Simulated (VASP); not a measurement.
# WSe2 in VASP: further runs

Runs on WSe2. Level: LDA. Tasks: single point.

All numbers are computed with VASP 6.6.1; they aren't measurements. Logs are shortened: lines on timing, memory, paths and dates and some standing lists are left out, and cuts for length are marked.

## (1) The cell of the first run

The cell holds a slab with vacuum, 3 atoms: a = 3.334 Å, b = 3.334 Å, c = 16.660 Å, α = 90.00°, β = 90.00°, γ = 120.00°.

## (2) Single point, LDA

INCAR

```
SYSTEM = WSe2
  PREC = Accurate
  ENCUT = 500
  EDIFF = 1E-6
  ISMEAR = 0
  SIGMA = 0.05
  LREAL = .False.
  LASPH = .True.
  NELM = 120
  ALGO = Normal
  ISIF = 2
  LWAVE = .False.
  LCHARG = .False.
  NBANDS = 20
  GGA_COMPAT = .False.
```

KPOINTS

```
regular mesh
0
Gamma
  9 9 2
  0 0 0
```

POSCAR

```
WSe2
1.0
    3.3340930645      0.0000000000      0.0000000000
   -1.6670465323      2.8874092925      0.0000000000
    0.0000000000      0.0000000000     16.6603124568
W Se
1 2
Direct
    0.0000000000      0.0000000000     -0.0020626924
    0.3333333333      0.6666666667      0.1023289438
    0.3333333333      0.6666666667      0.9024728870
```

Potentials or basis: VASP PAW LDA potentials, release 64 (W_sv, Se).

On the command line:

```
cat potpaw_LDA.64/W_sv/POTCAR potpaw_LDA.64/Se/POTCAR > POTCAR
mpirun -np 1 vasp_std > vasp.out
```

OUTCAR:

```text
SYSTEM = WSe2
   PREC = Accurate
   ENCUT = 500
   EDIFF = 1E-6
   ISMEAR = 0
   LREAL = .False.
   LASPH = .True.
   NELM = 120
   ISIF = 2

 ion  position               nearest neighbor table
   1  0.000  0.000  0.998-   3 2.50   3 2.50   3 2.50   2 2.59   2 2.59   2 2.59
   2  0.333  0.667  0.102-   1 2.59   1 2.59   1 2.59
   3  0.333  0.667  0.902-   1 2.50   1 2.50   1 2.50

  LATTYP: Found a hexagonal cell.
 ALAT       =     3.3340930645
 C/A-ratio  =     4.9969548343

  Lattice vectors:

 A1 = (   3.3340930645,   0.0000000000,   0.0000000000)
 A2 = (  -1.6670465323,   2.8874092925,   0.0000000000)
 A3 = (   0.0000000000,   0.0000000000,  16.6603124568)

Analysis of symmetry for initial positions (statically):
=====================================================================
 Subroutine PRICEL returns:
 Original cell was already a primitive cell.

 Routine SETGRP: Setting up the symmetry group for a
 hexagonal supercell.

 Subroutine GETGRP returns: Found  6 space group operations
 (whereof  6 operations were pure point group operations)
 out of a pool of 24 trial point group operations.

The static configuration has the point symmetry C_3v.

Analysis of symmetry for dynamics (positions and initial velocities):
=====================================================================
 Subroutine PRICEL returns:
 Original cell was already a primitive cell.

 Routine SETGRP: Setting up the symmetry group for a
 hexagonal supercell.

 Subroutine GETGRP returns: Found  6 space group operations
 (whereof  6 operations were pure point group operations)
 out of a pool of 24 trial point group operations.

The dynamic configuration has the point symmetry C_3v.

 Subroutine INISYM returns: Found  6 space group operations
 (whereof  6 operations are pure point group operations),
 and found     1 'primitive' translations

----------------------------------------------------------------------------------------

                                     Primitive cell

  volume of cell :     160.3870

  direct lattice vectors                    reciprocal lattice vectors
     3.334093065  0.000000000  0.000000000     0.299931640  0.173165613  0.000000000
    -1.667046532  2.887409293  0.000000000     0.000000000  0.346331226  0.000000000
     0.000000000  0.000000000 16.660312457     0.000000000  0.000000000  0.060022884

  length of vectors
     3.334093065  3.334093065 16.660312457     0.346331226  0.346331226  0.060022884

  position of ions in fractional coordinates (direct lattice)
     0.000000000  0.000000000  0.997937308
     0.333333333  0.666666667  0.102328944
     0.333333333  0.666666667  0.902472887

  ion indices of the primitive-cell ions
   primitive index   ion index
                 1           1
                 2           2
                 3           3

----------------------------------------------------------------------------------------

 KPOINTS: regular mesh

Automatic generation of k-mesh.
 Grid dimensions read from file:
 generate k-points for:    9    9    2

 Generating k-lattice:

  Cartesian coordinates                     Fractional coordinates (reciprocal lattice)
     0.033325738  0.019240624  0.000000000     0.111111111 -0.000000000  0.000000000
     0.000000000  0.038481247  0.000000000     0.000000000  0.111111111  0.000000000
     0.000000000  0.000000000  0.030011442     0.000000000  0.000000000  0.500000000

  Length of vectors
     0.038481247  0.038481247  0.030011442

  Shift w.r.t. Gamma in fractional coordinates (k-lattice)
     0.000000000  0.000000000  0.000000000

 Subroutine IBZKPT returns following result:
 ===========================================

 Found     24 irreducible k-points:

 Following reciprocal coordinates:
            Coordinates               Weight
  0.000000  0.000000  0.000000      1.000000
  0.111111  0.000000  0.000000      6.000000
  0.222222  0.000000  0.000000      6.000000
  0.333333  0.000000  0.000000      6.000000
  0.444444  0.000000  0.000000      6.000000
  0.111111  0.111111  0.000000      6.000000
[... 16 lines left out ...]
  0.333333  0.222222  0.500000     12.000000
  0.333333  0.333333  0.500000      2.000000
   k-points           NKPTS =     24   k-points in BZ     NKDIM =     24   number of bands    NBANDS=     20
   number of dos      NEDOS =    301   number of ions     NIONS =      3
   total plane-waves  NPLWV =  72576
   dimension x,y,z NGX =    24 NGY =   24 NGZ =  126
   dimension x,y,z NGXF=    48 NGYF=   48 NGZF=  252
   ions per type =               1   2
   NGX,Y,Z   is equivalent  to a cutoff of  11.97, 11.97, 12.57 a.u.
   NGXF,Y,Z  is equivalent  to a cutoff of  23.93, 23.93, 25.15 a.u.
 SYSTEM =  WSe2
   PREC   = accura    normal or accurate (medium, high low for compatibility)
   ISTART =      0    job   : 0-new  1-cont  2-samecut
   ICHARG =      2    charge: 1-file 2-atom 10-const
   ISPIN  =      1    spin polarized calculation?
   LNONCOLLINEAR =      F non collinear calculations
   LSORBIT =      F    spin-orbit coupling
   LASPH  =      T    aspherical Exc in radial PAW
   ENCUT  =  500.0 eV  36.75 Ry    6.06 a.u.   6.08  6.08 30.38*2*pi/ulx,y,z
   NELM   =    120;   NELMIN=  2; NELMDL= -5     # of ELM steps
   EDIFF  = 0.1E-05   stopping-criterion for ELM
   LREAL  =      F    real-space projection
   EDIFFG = 0.1E-04   stopping-criterion for IOM
   NSW    =      0    number of steps for IOM
   IBRION =     -1    ionic relax: 0-MD 1-quasi-New 2-CG
   NFREE  =      0    steps in history (QN), initial steepest desc. (CG)
   ISIF   =      2    stress and relaxation
   ISYM   =      2    0-nonsym 1-usesym 2-fastsym
   POTIM  = 0.5000    time-step for ionic-motion
   TEBEG  =    0.0;   TEEND  =   0.0 temperature during run
   PSTRESS=    0.0 pullay stress
   NELECT =      26.0000    total number of electrons
   NUPDOWN=      -1.0000    fix difference up-down
   EMIN   =  10.00;   EMAX   =-10.00  energy-range for DOS
   EFERMI =   0.00;   METHOD = LEGACY
   ISMEAR =     0;   SIGMA  =   0.05  broadening in eV -4-tet -1-fermi 0-gaus
   EFERMI_NEDOS =   21; number of points for ismear=-14 and -15
   IALGO  =     38    algorithm
   IMIX   =      4    mixing-type and parameters
     AMIX     =   0.40;   BMIX     =  1.00
     AMIX_MAG =   1.60;   BMIX_MAG =  1.00
  volume/ion in A,a.u.               =      53.46       360.78
  Fermi-wavevector in a.u.,A,eV,Ry     =   0.892640  1.686844 10.841199  0.796806
  Thomas-Fermi vector in A             =   2.014615
   LORBIT       =      0    0 simple, 1 ext, 2 COOP (PROOUT), +10 PAW based schemes
   GGA     = CA    functional components
   LHFCALC =     F    Hartree Fock is set to
   AEXX    =    0.0000 exact exchange contribution
   IVDW    =     0    specifies the selected vdW correction
   LEPSILON=     F    determine dielectric tensor
   LRPA    =     F    only Hartree local field effects (RPA)
 non-spin polarized calculation
 Gauss-broadening in eV      SIGMA  =   0.05
  energy-cutoff  :      500.00
  volume of cell :      160.39
 maximum number of plane-waves:      4128
   NGX = 13   NGY = 13   NGZ = 61

 number of electron      26.0000002 magnetization

 Free energy of the ion-electron system (eV)
  ---------------------------------------------------
  ext. energy  EPLUGINS =         0.00000000
  ---------------------------------------------------
  free energy    TOTEN  =       -23.98247404 eV

  energy without entropy =      -23.98247404  energy(sigma->0) =      -23.98247404

 E-fermi :  -0.7123     XC(G=0):  -4.8496

 val. band max:       -1.1552705052   @ k =   0.3333   0.3333   0.0000
 cond. band min:       0.3219553646   @ k =   0.3333   0.3333   0.0000
 fundamental gap:      1.4772258698
 Fermi energy:        -0.7122894379

 k-point     1 :       0.0000    0.0000    0.0000
  band No.  band energies     occupation
      1     -74.7334      2.00000
      2     -39.2129      2.00000
      3     -39.1120      2.00000
      4     -39.1120      2.00000
      5     -15.7698      2.00000
      6     -14.4902      2.00000
[... 12 lines left out ...]
     19       4.0719      0.00000
     20       4.1995      0.00000

 k-point     2 :       0.1111    0.0000    0.0000
  band No.  band energies     occupation
      1     -74.7324      2.00000
      2     -39.2083      2.00000
      3     -39.1364      2.00000
      4     -39.1177      2.00000
      5     -15.5960      2.00000
      6     -14.4043      2.00000
[... 12 lines left out ...]
     19       4.3142      0.00000
     20       4.7061      0.00000

 k-point     3 :       0.2222    0.0000    0.0000
  band No.  band energies     occupation
      1     -74.7298      2.00000
      2     -39.1999      2.00000
      3     -39.1944      2.00000
      4     -39.1322      2.00000
      5     -15.1202      2.00000
      6     -14.1692      2.00000
[... 12 lines left out ...]
     19       4.9401      0.00000
     20       5.5515      0.00000

 k-point     4 :       0.3333    0.0000    0.0000
  band No.  band energies     occupation
      1     -74.7269      2.00000
      2     -39.2668      2.00000
      3     -39.1831      2.00000
      4     -39.1486      2.00000
      5     -14.4946      2.00000
      6     -13.8590      2.00000
[... 12 lines left out ...]
     19       5.4513      0.00000
     20       5.7117      0.00000

 k-point     5 :       0.4444    0.0000    0.0000
  band No.  band energies     occupation
      1     -74.7250      2.00000
      2     -39.3112      2.00000
      3     -39.1744      2.00000
      4     -39.1593      2.00000
      5     -14.0202      2.00000
      6     -13.6105      2.00000
[... 12 lines left out ...]
     19       5.8306      0.00000
     20       5.9442      0.00000
[... 353 lines left out ...]
      6     -13.5313      2.00000
[... 12 lines left out ...]
     19       6.4557      0.00000
     20       6.8017      0.00000

 k-point    22 :       0.2222    0.2222    0.5000
  band No.  band energies     occupation
      1     -74.7256      2.00000
      2     -39.2708      2.00000
      3     -39.1823      2.00000
      4     -39.1772      2.00000
      5     -14.1974      2.00000
      6     -13.6964      2.00000
[... 12 lines left out ...]
     19       6.0519      0.00000
     20       6.2215      0.00000

 k-point    23 :       0.3333    0.2222    0.5000
  band No.  band energies     occupation
      1     -74.7241      2.00000
      2     -39.2870      2.00000
      3     -39.2087      2.00000
      4     -39.1705      2.00000
      5     -13.8304      2.00000
      6     -13.4770      2.00000
[... 12 lines left out ...]
     19       6.2745      0.00000
     20       7.0785      0.00000

 k-point    24 :       0.3333    0.3333    0.5000
  band No.  band energies     occupation
      1     -74.7236      2.00000
      2     -39.2667      2.00000
      3     -39.2439      2.00000
      4     -39.1682      2.00000
      5     -13.7087      2.00000
      6     -13.3860      2.00000
[... 12 lines left out ...]
     19       5.2435      0.00000
     20       7.4984      0.00000

------------------------ aborting loop because EDIFF is reached ----------------------------------------

  FORCE on cell =-STRESS in cart. coord.  units (eV):
  Direction    XX          YY          ZZ          XY          YZ          ZX
  --------------------------------------------------------------------------------------
  -------------------------------------------------------------------------------------
  Total       -2.5433920     -2.5433920     -1.4465846      0.0000000      0.0000000     -0.0000000
  in kB      -25.4070755    -25.4070755    -14.4505775      0.0000000      0.0000000     -0.0000000
  external PRESSURE =     -21.7549095 kB  Pullay stress =       0.0000000 kB

 VOLUME and BASIS-vectors are now :
 -----------------------------------------------------------------------------
  energy-cutoff  :      500.00
  volume of cell :      160.39
      direct lattice vectors                 reciprocal lattice vectors
     3.334093065  0.000000000  0.000000000     0.299931640  0.173165613  0.000000000
    -1.667046532  2.887409293  0.000000000     0.000000000  0.346331226  0.000000000
     0.000000000  0.000000000 16.660312457     0.000000000  0.000000000  0.060022884

 POSITION                                       TOTAL-FORCE (eV/Angst)
 -----------------------------------------------------------------------------------
      0.00000      0.00000     16.62595         0.000000     -0.000000      2.016925
     -0.00000      1.92494      1.70483        -0.000000      0.000000     -1.393997
     -0.00000      1.92494     15.03548        -0.000000     -0.000000     -0.622928
 -----------------------------------------------------------------------------------
    total drift:                               -0.000000      0.000000      0.000048

  FREE ENERGIE OF THE ION-ELECTRON SYSTEM (eV)
  ---------------------------------------------------
  free  energy   TOTEN  =       -23.9824740444 eV

  energy  without entropy=      -23.9824740444  energy(sigma->0) =      -23.98247404
```

Wall time 60 s (1 thread of Intel Xeon Platinum 8488C (Sapphire Rapids), shared host); peak memory 0.25 GiB.

What came out:

```yaml
Free_energy: -23.9825 eV
Largest_force: 2.017 eV/Å
Band_gap_on_the_k_mesh: 1.48 eV, direct
```

Forces on the atoms (eV/Å):
```
W    0.000  0.000  2.017
Se   0.000  0.000 -1.394
Se   0.000  0.000 -0.623
```

Caveat: spin-orbit coupling is left out, which moves the levels of the heavy elements.

## (3) Single point, LDA

This run uses another cell than the first one, of 54.86 Å³/atom, 1.026 times its volume.

INCAR

```
PREC = Accurate
ENCUT = 500
EDIFF = 1E-6
ISMEAR = 0
SIGMA = 0.05
LREAL = F
LASPH = T
NELM = 120
ALGO = Normal
ISIF = 2
LWAVE = F
LCHARG = T
LELF = T
LVHAR = T
NBANDS = 20
GGA_COMPAT = F
```

KPOINTS

```
Automatic mesh
0
Gamma
  9 9 2
```

POSCAR

```
WSe2
1.0
    3.3772833224      0.0000000000      0.0000000000
   -1.6886416612      2.9248131530      0.0000000000
    0.0000000000      0.0000000000     16.6603124568
W Se
1 2
Direct
    0.0000000000      0.0000000000     -0.0030940386
    0.3333333333      0.6666666667      0.1035294014
    0.3333333333      0.6666666667      0.9036733446
```

Potentials or basis: VASP PAW LDA potentials, release 64 (W_sv, Se).

On the command line:

```
cat potpaw_LDA.64/W_sv/POTCAR potpaw_LDA.64/Se/POTCAR > POTCAR
mpirun -np 1 vasp_std > vasp.out
```

Run time: 92 s. Hardware: 1 thread of Intel Xeon Platinum 8488C (Sapphire Rapids), shared host; peak memory 0.27 GiB.

The run converged. Its results:

- Free energy: -23.8123 eV
- Largest force: 2.827 eV/Å
- Band gap on the k mesh: 1.29 eV, indirect (least direct gap 1.36 eV)

Forces in eV/Å, atoms in the order of the input:
```
W    0.000  0.000  2.827
Se   0.000  0.000 -1.955
Se   0.000  0.000 -0.872
```

Levels at points of the mesh, in eV from the valence-band top:
```csv
k point,band 9,band 10,band 11,band 12,band 13,band 14,band 15,band 16,band 17,band 18
"(0.00, 0.00, 0.00)",-2.56,-2.02,-1.23,-1.23,0.00,2.53,2.53,3.23,3.23,4.09
"(0.00, 0.00, 0.50)",-2.56,-2.02,-1.23,-1.23,0.00,2.53,2.53,3.23,3.23,4.11
```

Caveat: spin-orbit coupling is left out, which moves the levels of the heavy elements.
